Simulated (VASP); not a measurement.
A run of VASP 6.6.1 is set up as follows.

Contents of INCAR:

```
PREC = Accurate
ENCUT = 520
EDIFF = 1E-6
ISMEAR = -1
SIGMA = 0.1
LREAL = F
LASPH = T
NELM = 60
ALGO = Normal
ISIF = 2
LWAVE = F
LCHARG = T
LDIPOL = T
IDIPOL = 3
DIPOL = 0.5 0.5 0.500
GGA = CA
LELF = T
LVHAR = T
LVACPOTAV = T
NBANDS = 13
```

Contents of KPOINTS:

```
regular mesh
0
Gamma
  4 5 1
```

File POSCAR:

```
LiMg
1.0
    4.8300003491      0.0000000000      0.0000000000
    0.0000000000      3.4153260000      0.0000000000
    0.0000000000      0.0000000000     15.4150001746
Li Mg
2 2
Direct
    0.0000000000      0.0000000000      0.4216672025
    0.5000000000      0.0000000000      0.5783327975
    0.5000000000      0.5000000000      0.4216672025
    0.0000000000      0.5000000000      0.5783327975
```

Potentials or basis: VASP PAW LDA potentials, release 64 (Li_sv, Mg).

Run with:

```bash
$ cat potpaw_LDA.64/Li_sv/POTCAR potpaw_LDA.64/Mg/POTCAR > POTCAR
$ mpirun -np 1 vasp_std > vasp.out
```

Question: Estimate the largest force.

Answer: 0.206 eV/Å.

Question: What does it give for the band gap on the k mesh?

Answer: Zero (band 5 reaches -1.46 eV, above the bottom of band 6 at -2.54 eV).

Forces on the atoms (eV/Å):
```
Li   0.000  0.000  0.002
Li   0.000  0.000 -0.002
Mg   0.000  0.000  0.206
Mg   0.000  0.000 -0.206
```

Caveat: the k points lie up to 0.37 Å⁻¹ apart.
